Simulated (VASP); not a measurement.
# SnO (Pm) in VASP: further runs

SnO is run at these levels: PBEsol; tasks: single point.

Program: VASP 6.6.1. These are calculated values, not measurements. Logs are shortened: lines on timing, memory, paths and dates and some standing lists are left out, and cuts for length are marked.

## Step 1: The cell of the first run

Symmetry: Pm, No. 6, monoclinic system. Conventional cell: a = 3.802 Å, b = 3.802 Å, c = 4.836 Å, α = 90.00°, β = 90.00°, γ = 90.00°. Within 2.9 Å of Sn (site symmetry m) lie 4 O at 2.22 to 2.32 Å. Within 2.5 Å of Sn (site symmetry m) lie 4 O at 1.89 to 2.42 Å. Within 2.5 Å of O (site symmetry m) lie 4 Sn at 1.89 to 2.42 Å and 2 O at 2.49 Å. O (site symmetry m) has 4 Sn at 2.22 Å and 4 O at 2.49 to 2.91 Å within 3.0 Å.

## Step 2: Single point, PBEsol (atom 3 (O) moved by (-0.300, -0.150) A along x and z)

File INCAR:

```
ALGO = Fast
EDIFF = 1E-6
ENCUT = 520
GGA = PS
ISIF = 2
ISMEAR = 0
LASPH = True
LCHARG = False
LREAL = False
LWAVE = False
NBANDS = 28
NELM = 100
PREC = Accurate
SIGMA = 0.15
```

File KPOINTS:

```
k-points
0
Gamma
  12 12 10
```

File POSCAR:

```
SnO
1.0
    3.8020000000      0.0000000000      0.0000000000
    0.0000000000      3.8020000000      0.0000000000
    0.0000000000      0.0000000000      4.8360000000
Sn O
2 2
Direct
    0.0000000000      0.5000000000      0.2385000000
    0.5000000000      0.0000000000      0.7615000000
   -0.0789058390      0.0000000000     -0.0310173697
    0.5000000000      0.5000000000      0.0000000000
```

Potentials or basis: VASP PAW PBE potentials, release 64 (Sn_d, O).

Launch:

```
$ cat potpaw_PBE.64/Sn_d/POTCAR potpaw_PBE.64/O/POTCAR > POTCAR
$ mpirun -np 1 vasp_std > vasp.out
```

OUTCAR:

```text
EDIFF = 1E-6
   ENCUT = 520
   GGA = PS
   ISIF = 2
   ISMEAR = 0
   LASPH = True
   LREAL = False
   NELM = 100
   PREC = Accurate

 ion  position               nearest neighbor table
   1  0.000  0.500  0.239-   4 2.22   4 2.22   3 2.32   3 2.32   2 3.54   2 3.54   2 3.54   2 3.54
                             2 3.69   2 3.69   2 3.69   2 3.69
   2  0.500  0.000  0.761-   3 1.89   4 2.22   4 2.22   3 2.42   1 3.54   1 3.54   1 3.54   1 3.54
                             1 3.69   1 3.69   1 3.69   1 3.69
   3  0.921  0.000  0.969-   2 1.89   1 2.32   1 2.32   2 2.42
   4  0.500  0.500  0.000-   1 2.22   2 2.22   2 2.22   1 2.22

  LATTYP: Found a simple tetragonal cell.
 ALAT       =     3.8020000000
 C/A-ratio  =     1.2719621252

  Lattice vectors:

 A1 = (   3.8020000000,   0.0000000000,   0.0000000000)
 A2 = (   0.0000000000,   3.8020000000,   0.0000000000)
 A3 = (   0.0000000000,   0.0000000000,   4.8360000000)

Analysis of symmetry for initial positions (statically):
=====================================================================
 Subroutine PRICEL returns:
 Original cell was already a primitive cell.

 Routine SETGRP: Setting up the symmetry group for a
 simple tetragonal supercell.

 Subroutine GETGRP returns: Found  2 space group operations
 (whereof  2 operations were pure point group operations)
 out of a pool of 16 trial point group operations.

The static configuration has the point symmetry C_1h.

Analysis of symmetry for dynamics (positions and initial velocities):
=====================================================================
 Subroutine PRICEL returns:
 Original cell was already a primitive cell.

 Routine SETGRP: Setting up the symmetry group for a
 simple tetragonal supercell.

 Subroutine GETGRP returns: Found  2 space group operations
 (whereof  2 operations were pure point group operations)
 out of a pool of 16 trial point group operations.

The dynamic configuration has the point symmetry C_1h.

 Subroutine INISYM returns: Found  2 space group operations
 (whereof  2 operations are pure point group operations),
 and found     1 'primitive' translations

----------------------------------------------------------------------------------------

                                     Primitive cell

  volume of cell :      69.9054

  direct lattice vectors                    reciprocal lattice vectors
     3.802000000  0.000000000  0.000000000     0.263019463  0.000000000  0.000000000
     0.000000000  3.802000000  0.000000000     0.000000000  0.263019463  0.000000000
     0.000000000  0.000000000  4.836000000     0.000000000  0.000000000  0.206782465

  length of vectors
     3.802000000  3.802000000  4.836000000     0.263019463  0.263019463  0.206782465

  position of ions in fractional coordinates (direct lattice)
     0.000000000  0.500000000  0.238500000
     0.500000000  0.000000000  0.761500000
     0.921094161  0.000000000  0.968982630
     0.500000000  0.500000000  0.000000000

  ion indices of the primitive-cell ions
   primitive index   ion index
                 1           1
                 2           2
                 3           3
                 4           4

----------------------------------------------------------------------------------------

 KPOINTS: k-points

Automatic generation of k-mesh.
 Grid dimensions read from file:
 generate k-points for:   12   12   10

 Generating k-lattice:

  Cartesian coordinates                     Fractional coordinates (reciprocal lattice)
     0.021918289  0.000000000  0.000000000     0.083333333  0.000000000  0.000000000
     0.000000000  0.021918289  0.000000000     0.000000000  0.083333333  0.000000000
     0.000000000  0.000000000  0.020678246     0.000000000  0.000000000  0.100000000

  Length of vectors
     0.021918289  0.021918289  0.020678246

  Shift w.r.t. Gamma in fractional coordinates (k-lattice)
     0.000000000  0.000000000  0.000000000

 Subroutine IBZKPT returns following result:
 ===========================================

 Found    434 irreducible k-points:

 Following reciprocal coordinates:
            Coordinates               Weight
  0.000000  0.000000  0.000000      1.000000
  0.083333  0.000000  0.000000      2.000000
  0.000000  0.083333  0.000000      2.000000
  0.166667  0.000000  0.000000      2.000000
  0.000000  0.166667  0.000000      2.000000
  0.250000  0.000000  0.000000      2.000000
[... 16 lines left out ...]
  0.500000  0.083333  0.000000      2.000000
 -0.083333  0.500000  0.000000      2.000000
 [... further k-points ...]
   k-points           NKPTS =    434   k-points in BZ     NKDIM =    434   number of bands    NBANDS=     28
   number of dos      NEDOS =    301   number of ions     NIONS =      4
   total plane-waves  NPLWV =  28224
   dimension x,y,z NGX =    28 NGY =   28 NGZ =   36
   dimension x,y,z NGXF=    56 NGYF=   56 NGZF=   72
   ions per type =               2   2
   NGX,Y,Z   is equivalent  to a cutoff of  12.24, 12.24, 12.38 a.u.
   NGXF,Y,Z  is equivalent  to a cutoff of  24.49, 24.49, 24.75 a.u.
 SYSTEM =  unknown system
   PREC   = accura    normal or accurate (medium, high low for compatibility)
   ISTART =      0    job   : 0-new  1-cont  2-samecut
   ICHARG =      2    charge: 1-file 2-atom 10-const
   ISPIN  =      1    spin polarized calculation?
   LNONCOLLINEAR =      F non collinear calculations
   LSORBIT =      F    spin-orbit coupling
   LASPH  =      T    aspherical Exc in radial PAW
   ENCUT  =  520.0 eV  38.22 Ry    6.18 a.u.   7.07  7.07  8.99*2*pi/ulx,y,z
   NELM   =    100;   NELMIN=  2; NELMDL= -5     # of ELM steps
   EDIFF  = 0.1E-05   stopping-criterion for ELM
   LREAL  =      F    real-space projection
[... 7 lines left out ...]
   TEBEG  =    0.0;   TEEND  =   0.0 temperature during run
   PSTRESS=    0.0 pullay stress
   NELECT =      40.0000    total number of electrons
   NUPDOWN=      -1.0000    fix difference up-down
   EMIN   =  10.00;   EMAX   =-10.00  energy-range for DOS
   EFERMI =   0.00;   METHOD = LEGACY
   ISMEAR =     0;   SIGMA  =   0.15  broadening in eV -4-tet -1-fermi 0-gaus
   EFERMI_NEDOS =   21; number of points for ismear=-14 and -15
   IALGO  =     68    algorithm
   IMIX   =      4    mixing-type and parameters
     AMIX     =   0.40;   BMIX     =  1.00
     AMIX_MAG =   1.60;   BMIX_MAG =  1.00
  volume/ion in A,a.u.               =      17.48       117.94
  Fermi-wavevector in a.u.,A,eV,Ry     =   1.359121  2.568365 25.132801  1.847209
  Thomas-Fermi vector in A             =   2.485896
   LORBIT       =      0    0 simple, 1 ext, 2 COOP (PROOUT), +10 PAW based schemes
   GGA     = PS    functional components
   LHFCALC =     F    Hartree Fock is set to
   AEXX    =    0.0000 exact exchange contribution
   IVDW    =     0    specifies the selected vdW correction
   LEPSILON=     F    determine dielectric tensor
   LRPA    =     F    only Hartree local field effects (RPA)
 non-spin polarized calculation
 RMM-DIIS sequential band-by-band and
 Gauss-broadening in eV      SIGMA  =   0.15
  energy-cutoff  :      520.00
  volume of cell :       69.91
 maximum number of plane-waves:      1904
   NGX = 15   NGY = 15   NGZ = 17

 number of electron      39.9999996 magnetization

 Free energy of the ion-electron system (eV)
  ---------------------------------------------------
  ext. energy  EPLUGINS =         0.00000000
  ---------------------------------------------------
  free energy    TOTEN  =       -23.53355406 eV

  energy without entropy =      -23.53226831  energy(sigma->0) =      -23.53291119

 E-fermi :   7.1151     XC(G=0): -10.4888

 val. band max:        7.1128636768   @ k =   0.5000   0.5000   0.1000
 cond. band min:       7.1195016866   @ k =   0.5000   0.5000   0.0000
 fundamental gap:      0.0066380098
 Fermi energy:         7.1151485146

 k-point     1 :       0.0000    0.0000    0.0000
  band No.  band energies     occupation
      1     -15.0792      2.00000
      2     -14.6732      2.00000
      3     -14.5051      2.00000
      4     -14.4877      2.00000
      5     -14.4825      2.00000
      6     -14.4639      2.00000
[... 20 lines left out ...]
     27      14.0641      0.00000
     28      14.4229      0.00000

 k-point     2 :       0.0833    0.0000    0.0000
  band No.  band energies     occupation
      1     -15.0757      2.00000
      2     -14.6741      2.00000
      3     -14.5043      2.00000
      4     -14.4915      2.00000
      5     -14.4886      2.00000
      6     -14.4608      2.00000
[... 20 lines left out ...]
     27      14.0170      0.00000
     28      15.0238      0.00000

 k-point     3 :       0.0000    0.0833    0.0000
  band No.  band energies     occupation
      1     -15.0791      2.00000
      2     -14.6794      2.00000
      3     -14.5052      2.00000
      4     -14.4884      2.00000
      5     -14.4803      2.00000
      6     -14.4627      2.00000
[... 20 lines left out ...]
     27      14.4550      0.00000
     28      14.6338      0.00000

 k-point     4 :       0.1667    0.0000    0.0000
  band No.  band energies     occupation
      1     -15.0664      2.00000
      2     -14.6815      2.00000
      3     -14.5121      2.00000
      4     -14.5021      2.00000
      5     -14.4907      2.00000
      6     -14.4538      2.00000
[... 578 lines left out ...]
     27      15.3961      0.00000
     28      15.9131      0.00000

 k-point    23 :       0.5000    0.0833    0.0000
  band No.  band energies     occupation
      1     -15.0304      2.00000
      2     -14.7877      2.00000
      3     -14.5284      2.00000
      4     -14.5062      2.00000
      5     -14.4821      2.00000
      6     -14.4207      2.00000
[... 20 lines left out ...]
     27      15.3870      0.00000
     28      15.5220      0.00000

 k-point    24 :      -0.0833    0.5000    0.0000
  band No.  band energies     occupation
      1     -15.0826      2.00000
      2     -14.7804      2.00000
      3     -14.5064      2.00000
      4     -14.4846      2.00000
      5     -14.4641      2.00000
      6     -14.4440      2.00000
[... 20 lines left out ...]
     27      15.4160      0.00000
     28      15.8432      0.00000

 [... further k-points ...]
[... 5 lines left out ...]
  --------------------------------------------------------------------------------------
  -------------------------------------------------------------------------------------
  Total        4.9062727      0.2006574      1.2771620      0.0000000      0.0000000      2.5933666
  in kB      112.4480038      4.5989138     29.2715731      0.0000000      0.0000000     59.4379711
  external PRESSURE =      48.7728302 kB  Pullay stress =       0.0000000 kB

 VOLUME and BASIS-vectors are now :
 -----------------------------------------------------------------------------
  energy-cutoff  :      520.00
  volume of cell :       69.91
      direct lattice vectors                 reciprocal lattice vectors
     3.802000000  0.000000000  0.000000000     0.263019463  0.000000000  0.000000000
     0.000000000  3.802000000  0.000000000     0.000000000  0.263019463  0.000000000
     0.000000000  0.000000000  4.836000000     0.000000000  0.000000000  0.206782465

 POSITION                                       TOTAL-FORCE (eV/Angst)
 -----------------------------------------------------------------------------------
      0.00000      1.90100      1.15339        -0.274919      0.000000     -0.353118
      1.90100      0.00000      3.68261        -2.785853      0.000000     -2.116735
      3.50200      0.00000      4.68600         4.444449      0.000000      2.510491
      1.90100      1.90100      0.00000        -1.383677      0.000000     -0.040637
 -----------------------------------------------------------------------------------
    total drift:                               -0.000136      0.000000     -0.000677

  FREE ENERGIE OF THE ION-ELECTRON SYSTEM (eV)
  ---------------------------------------------------
  free  energy   TOTEN  =       -23.5335540612 eV

  energy  without entropy=      -23.5322683139  energy(sigma->0) =      -23.53291119
```

Run time: 14 min. Hardware: 1 thread of Oxide Virtual Turin-like, shared host; peak memory 0.65 GiB.

What came out:

```yaml
Free_energy: -23.5336 eV
Pressure: 4.9 GPa
Largest_force: 5.104 eV/Å
Band_gap_on_the_k_mesh: zero (bands 20 and 21 overlap by 0.05 eV)
```

Forces in eV/Å, atoms in the order of the input:
```
Sn  -0.275  0.000 -0.353
Sn  -2.786  0.000 -2.117
O    4.444  0.000  2.510
O   -1.384  0.000 -0.041
```

Levels at points of the mesh, in eV from the Fermi level:
```csv
k point,band 18,band 19,band 20,band 21,band 22,band 23
"(0.00, 0.00, 0.00)",-3.37,-2.92,-0.10,1.80,4.07,4.27
"(0.50, 0.00, 0.00)",-4.11,-3.03,-2.76,2.70,4.18,5.00
"(0.00, 0.50, 0.00)",-4.82,-2.75,-2.52,2.41,2.65,5.05
"(0.50, 0.50, 0.00)",-2.60,-2.13,-1.75,-0.15,0.00,4.07
"(0.00, 0.00, 0.50)",-3.17,-2.92,-2.29,1.60,2.59,3.36
"(0.50, 0.00, 0.50)",-4.07,-2.29,-1.56,2.34,2.77,4.63
"(0.00, 0.50, 0.50)",-4.73,-1.93,-1.53,2.04,2.32,4.97
"(0.50, 0.50, 0.50)",-2.73,-2.39,-2.36,1.97,2.22,3.68
```

Caveat: the cell differs from its parent crystal (atom 3 (O) moved by (-0.300, -0.150) A along x and z); the stress differs along the axes, from 0 to 11 GPa; semilocal functionals underestimate gaps, and a narrow one can read as zero; the PAW data sets were made with another functional, which shifts forces and pressure a little; spin-orbit coupling is left out, which moves the levels of the heavy elements.

[end of part 1 of 2]

The gap in the log of VASP goes by the Fermi energy; the results here count the filled bands.